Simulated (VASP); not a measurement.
# Pt (I4/mmm) in VASP: a series of runs, part 2 of 2

VASP 6.6.1. The steps go on from the part before.

## Step 3: Single point, LDA (14.76 Å³/atom)

File INCAR:

```
PREC     = Accurate       # precision mode
ENCUT    = 520            # plane-wave cutoff, eV
EDIFF    = 1E-7           # SCF threshold, eV
ISMEAR   = 0              # smearing method
SIGMA    = 0.15           # smearing width, eV
LREAL    = False          # projectors in reciprocal space
LASPH    = True           # aspherical terms in the spheres
NELM     = 100            # most SCF steps
ALGO     = Normal         # electronic algorithm
ISIF     = 2              # what is computed and relaxed
LWAVE    = False          # write WAVECAR
LCHARG   = False          # write CHGCAR
NBANDS   = 11             # bands
```

File KPOINTS:

```
Automatic mesh
0
Gamma
  22 22 22
```

File POSCAR:

```
Pt
1.0
    0.0000000000      2.2141563435      1.5049620666
    2.2141563435      0.0000000000      1.5049620666
    2.2141563435      2.2141563435      0.0000000000
Pt
1
Direct
    0.0000000000      0.0000000000      0.0000000000
```

Potentials or basis: VASP PAW LDA potentials, release 64 (Pt).

Run with:

```bash
cat potpaw_LDA.64/Pt/POTCAR > POTCAR
mpirun -np 1 vasp_std > vasp.out
```

OUTCAR:

```text
PREC = Accurate
   ENCUT = 520
   EDIFF = 1E-7
   ISMEAR = 0
   LREAL = False
   LASPH = True
   NELM = 100
   ISIF = 2

 ion  position               nearest neighbor table
   1  0.000  0.000  0.000-

  LATTYP: Found a body centered tetragonal cell.
 ALAT       =     3.1312899302
 C/A-ratio  =     0.9612409583

  Lattice vectors:

 A1 = (   0.0000000000,  -2.2141563435,  -1.5049620666)
 A2 = (   0.0000000000,   2.2141563435,  -1.5049620666)
 A3 = (   2.2141563435,   0.0000000000,   1.5049620666)

Analysis of symmetry for initial positions (statically):
=====================================================================
 Subroutine PRICEL returns:
 Original cell was already a primitive cell.

 Routine SETGRP: Setting up the symmetry group for a
 body centered tetragonal supercell.

 Subroutine GETGRP returns: Found 16 space group operations
 (whereof 16 operations were pure point group operations)
 out of a pool of 16 trial point group operations.

The static configuration has the point symmetry D_4h.

Analysis of symmetry for dynamics (positions and initial velocities):
=====================================================================
 Subroutine PRICEL returns:
 Original cell was already a primitive cell.

 Routine SETGRP: Setting up the symmetry group for a
 body centered tetragonal supercell.

 Subroutine GETGRP returns: Found 16 space group operations
 (whereof 16 operations were pure point group operations)
 out of a pool of 16 trial point group operations.

The dynamic configuration has the point symmetry D_4h.

 Subroutine INISYM returns: Found 16 space group operations
 (whereof 16 operations are pure point group operations),
 and found     1 'primitive' translations

----------------------------------------------------------------------------------------

                                     Primitive cell

  volume of cell :      14.7561

  direct lattice vectors                    reciprocal lattice vectors
     0.000000000  2.214156344  1.504962067    -0.225819645  0.225819645  0.332234288
     2.214156344  0.000000000  1.504962067     0.225819645 -0.225819645  0.332234288
     2.214156344  2.214156344  0.000000000     0.225819645  0.225819645 -0.332234288

  length of vectors
     2.677199868  2.677199868  3.131289930     0.460834728  0.460834728  0.460834728

  position of ions in fractional coordinates (direct lattice)
     0.000000000  0.000000000  0.000000000

  ion indices of the primitive-cell ions
   primitive index   ion index
                 1           1

----------------------------------------------------------------------------------------

 KPOINTS: Automatic mesh

Automatic generation of k-mesh.
 Grid dimensions read from file:
 generate k-points for:   22   22   22

 Generating k-lattice:

  Cartesian coordinates                     Fractional coordinates (reciprocal lattice)
    -0.010264529  0.010264529  0.015101559     0.045454545  0.000000000  0.000000000
     0.010264529 -0.010264529  0.015101559     0.000000000  0.045454545  0.000000000
     0.010264529  0.010264529 -0.015101559     0.000000000  0.000000000  0.045454545

  Length of vectors
     0.020947033  0.020947033  0.020947033

  Shift w.r.t. Gamma in fractional coordinates (k-lattice)
     0.000000000  0.000000000  0.000000000

 Subroutine IBZKPT returns following result:
 ===========================================

 Found    834 irreducible k-points:

 Following reciprocal coordinates:
            Coordinates               Weight
  0.000000  0.000000  0.000000      1.000000
  0.045455  0.000000  0.000000      8.000000
  0.090909  0.000000  0.000000      8.000000
  0.136364  0.000000  0.000000      8.000000
  0.181818 -0.000000  0.000000      8.000000
  0.227273  0.000000  0.000000      8.000000
[... 16 lines left out ...]
  0.500000  0.045455  0.000000      8.000000
 -0.454545  0.045455  0.000000      8.000000
 [... further k-points ...]
   k-points           NKPTS =    834   k-points in BZ     NKDIM =    834   number of bands    NBANDS=     11
   number of dos      NEDOS =    301   number of ions     NIONS =      1
   total plane-waves  NPLWV =   9600
   dimension x,y,z NGX =    20 NGY =   20 NGZ =   24
   dimension x,y,z NGXF=    40 NGYF=   40 NGZF=   48
   ions per type =               1
   NGX,Y,Z   is equivalent  to a cutoff of  12.42, 12.42, 12.74 a.u.
   NGXF,Y,Z  is equivalent  to a cutoff of  24.84, 24.84, 25.48 a.u.
 SYSTEM =  unknown system
   PREC   = accura    normal or accurate (medium, high low for compatibility)
   ISTART =      0    job   : 0-new  1-cont  2-samecut
   ICHARG =      2    charge: 1-file 2-atom 10-const
   ISPIN  =      1    spin polarized calculation?
   LNONCOLLINEAR =      F non collinear calculations
   LSORBIT =      F    spin-orbit coupling
   LASPH  =      T    aspherical Exc in radial PAW
   ENCUT  =  520.0 eV  38.22 Ry    6.18 a.u.   4.98  4.98  5.82*2*pi/ulx,y,z
   NELM   =    100;   NELMIN=  2; NELMDL= -5     # of ELM steps
   EDIFF  = 0.1E-06   stopping-criterion for ELM
   LREAL  =      F    real-space projection
   EDIFFG = 0.1E-05   stopping-criterion for IOM
   NSW    =      0    number of steps for IOM
   IBRION =     -1    ionic relax: 0-MD 1-quasi-New 2-CG
   NFREE  =      0    steps in history (QN), initial steepest desc. (CG)
   ISIF   =      2    stress and relaxation
   ISYM   =      2    0-nonsym 1-usesym 2-fastsym
   POTIM  = 0.5000    time-step for ionic-motion
   TEBEG  =    0.0;   TEEND  =   0.0 temperature during run
   PSTRESS=    0.0 pullay stress
   NELECT =      10.0000    total number of electrons
   NUPDOWN=      -1.0000    fix difference up-down
   EMIN   =  10.00;   EMAX   =-10.00  energy-range for DOS
   EFERMI =   0.00;   METHOD = LEGACY
   ISMEAR =     0;   SIGMA  =   0.15  broadening in eV -4-tet -1-fermi 0-gaus
   EFERMI_NEDOS =   21; number of points for ismear=-14 and -15
   IALGO  =     38    algorithm
   IMIX   =      4    mixing-type and parameters
     AMIX     =   0.40;   BMIX     =  1.00
     AMIX_MAG =   1.60;   BMIX_MAG =  1.00
  volume/ion in A,a.u.               =      14.76        99.58
  Fermi-wavevector in a.u.,A,eV,Ry     =   1.437973  2.717375 28.133677  2.067767
  Thomas-Fermi vector in A             =   2.556992
   LORBIT       =      0    0 simple, 1 ext, 2 COOP (PROOUT), +10 PAW based schemes
   GGA     = CA    functional components
   LHFCALC =     F    Hartree Fock is set to
   AEXX    =    0.0000 exact exchange contribution
   IVDW    =     0    specifies the selected vdW correction
   LEPSILON=     F    determine dielectric tensor
   LRPA    =     F    only Hartree local field effects (RPA)
 non-spin polarized calculation
 Gauss-broadening in eV      SIGMA  =   0.15
  energy-cutoff  :      520.00
  volume of cell :       14.76
 maximum number of plane-waves:       412
   NGX =  9   NGY =  9   NGZ = 11

 number of electron      10.0000001 magnetization

 Free energy of the ion-electron system (eV)
  ---------------------------------------------------
  ext. energy  EPLUGINS =         0.00000000
  ---------------------------------------------------
  free energy    TOTEN  =        -7.39618834 eV

  energy without entropy =       -7.38427095  energy(sigma->0) =       -7.39022965

 E-fermi :  11.3125     XC(G=0): -13.8090

 val. band max:       11.3123584497   @ k =   0.4545   0.1364   0.0909
 cond. band min:      11.3194224603   @ k =  -0.1818   0.2273   0.1818
 fundamental gap:      0.0070640107
 Fermi energy:        11.3124947712

 k-point     1 :       0.0000    0.0000    0.0000
  band No.  band energies     occupation
      1       1.0862      2.00000
      2       7.1949      2.00000
      3       7.5762      2.00000
      4       7.5762      2.00000
      5       9.9598      2.00000
      6      10.4744      2.00000
      7      28.0986      0.00000
      8      28.0986      0.00000
      9      28.9210      0.00000
     10      39.1096      0.00000
     11      39.4840      0.00000

 k-point     2 :       0.0455    0.0000    0.0000
  band No.  band energies     occupation
      1       1.1781      2.00000
      2       7.2084      2.00000
      3       7.5729      2.00000
      4       7.5981      2.00000
      5       9.9556      2.00000
      6      10.4333      2.00000
      7      28.1916      0.00000
      8      28.2391      0.00000
      9      28.9746      0.00000
     10      37.6883      0.00000
     11      38.8515      0.00000
[... 295 lines left out ...]
 k-point    24 :      -0.4545    0.0455    0.0000
  band No.  band energies     occupation
      1       4.1677      2.00000
      2       5.8335      2.00000
      3       9.8402      2.00000
      4      10.0493      2.00000
      5      11.8859      0.00000
      6      12.3803      0.00000
      7      18.9499      0.00000
      8      24.7516      0.00000
      9      27.4612      0.00000
     10      35.7149      0.00000
     11      37.1571      0.00000

 [... further k-points ...]
[... 5 lines left out ...]
  --------------------------------------------------------------------------------------
  -------------------------------------------------------------------------------------
  Total        0.5263765      0.5263765      0.0791974      0.0000000     -0.0000000      0.0000000
  in kB       57.1524657     57.1524657      8.5990320      0.0000000     -0.0000000      0.0000000
  external PRESSURE =      40.9679878 kB  Pullay stress =       0.0000000 kB

 VOLUME and BASIS-vectors are now :
 -----------------------------------------------------------------------------
  energy-cutoff  :      520.00
  volume of cell :       14.76
      direct lattice vectors                 reciprocal lattice vectors
     0.000000000  2.214156344  1.504962067    -0.225819645  0.225819645  0.332234288
     2.214156344  0.000000000  1.504962067     0.225819645 -0.225819645  0.332234288
     2.214156344  2.214156344  0.000000000     0.225819645  0.225819645 -0.332234288

 POSITION                                       TOTAL-FORCE (eV/Angst)
 -----------------------------------------------------------------------------------
      0.00000      0.00000      0.00000         0.000000      0.000000      0.000000
 -----------------------------------------------------------------------------------
    total drift:                               -0.000000     -0.000000      0.000000

  FREE ENERGIE OF THE ION-ELECTRON SYSTEM (eV)
  ---------------------------------------------------
  free  energy   TOTEN  =        -7.3961883418 eV

  energy  without entropy=       -7.3842709489  energy(sigma->0) =       -7.39022965
```

It took 1.8 min on 1 thread of Intel Xeon 8259CL, shared host; peak memory 0.24 GiB.

What came out:

```
Free energy            : -7.3962 eV
Pressure               : 4.1 GPa
Band gap on the k mesh : zero (bands 5 and 6 overlap by 2.41 eV)
```

Caveat: the cell stands under pressure; spin-orbit coupling is left out, which moves the levels of the heavy elements.

## Step 4: Single point, LDA (16.53 Å³/atom)

This run uses another cell than the first one, of 16.53 Å³/atom.

File INCAR:

```
SYSTEM = Pt
PREC = Accurate
ENCUT = 520
EDIFF = 1E-7
ISMEAR = 0
SIGMA = 0.15
LREAL = .FALSE.
LASPH = .TRUE.
NELM = 60
ALGO = Fast
ISIF = 2
LWAVE = .FALSE.
LCHARG = .FALSE.
NBANDS = 11
```

File KPOINTS:

```
regular mesh
0
G
  22 22 22
  0 0 0
```

File POSCAR:

```
Pt
1.0
    0.0000000000      2.2409396855      1.6455220111
    2.2409396855      0.0000000000      1.6455220111
    2.2409396855      2.2409396855      0.0000000000
Pt
1
Direct
    0.0000000000      0.0000000000      0.0000000000
```

Run with:

```bash
cat potpaw_LDA.64/Pt/POTCAR > POTCAR
mpirun -np 1 vasp_std > vasp.out
```

Run time: 3 min. Hardware: 1 thread of Intel Xeon 8259CL, shared host; peak memory 0.26 GiB.

It converged, with:

* Free energy: -7.2761 eV
* Pressure: -22.5 GPa
* Band gap on the k mesh: zero (bands 5 and 6 overlap by 2.00 eV)

Stress tensor (GPa, compression positive):
```
-23.49   0.00   0.00
  0.00 -23.49   0.00
  0.00   0.00 -20.59
```

Levels at points of the mesh, in eV from the Fermi level:
| k point | band 1 | band 2 | band 3 | band 4 | band 5 | band 6 | band 7 | band 8 | band 9 | band 10 |
| --- | --- | --- | --- | --- | --- | --- | --- | --- | --- | --- |
| (0.00, 0.00, 0.00) | -9.06 | -3.35 | -3.35 | -3.06 | -1.09 | -0.72 | 16.65 | 17.32 | 17.32 | 25.53 |
| (0.50, 0.00, 0.00) | -6.18 | -4.47 | -1.26 | -0.59 | 0.34 | 0.93 | 5.82 | 13.39 | 15.70 | 23.32 |
| (0.50, 0.50, 0.00) | -5.64 | -5.62 | 0.42 | 0.51 | 0.51 | 6.82 | 7.91 | 7.91 | 12.03 | 18.15 |
| (0.50, 0.00, 0.50) | -6.13 | -4.79 | -0.83 | -0.49 | 0.57 | 1.00 | 6.13 | 12.94 | 14.83 | 23.37 |

Caveat: the cell stands under tension; spin-orbit coupling is left out, which moves the levels of the heavy elements.

## Step 5: Overview

```tsv
cell	gap on the mesh (eV)	pressure (GPa)
a = 2.677, b = 2.677, c = 3.052 Å, angles 55.3, 55.3, 69.5°, 1 atom	none	4.1
a = 2.677, b = 2.677, c = 3.131 Å, angles 54.2, 54.2, 71.6°, 1 atom	none	4.1
a = 2.780, b = 2.780, c = 3.169 Å, angles 55.3, 55.3, 69.5°, 1 atom	none	-22.5
```

Alike in all rows: task single point; level LDA; potentials or basis VASP PAW LDA potentials, release 64 (Pt); no spin polarisation; k mesh 22 × 22 × 22; cutoff (eV) 520; smearing gaussian 0.15 eV.

Caveats: spin-orbit coupling is left out, which moves the levels of the heavy elements; the cell stands under pressure (at least some runs); the cell stands under tension (at least some runs).

Absolute energies hang on the potentials; compare differences alone.
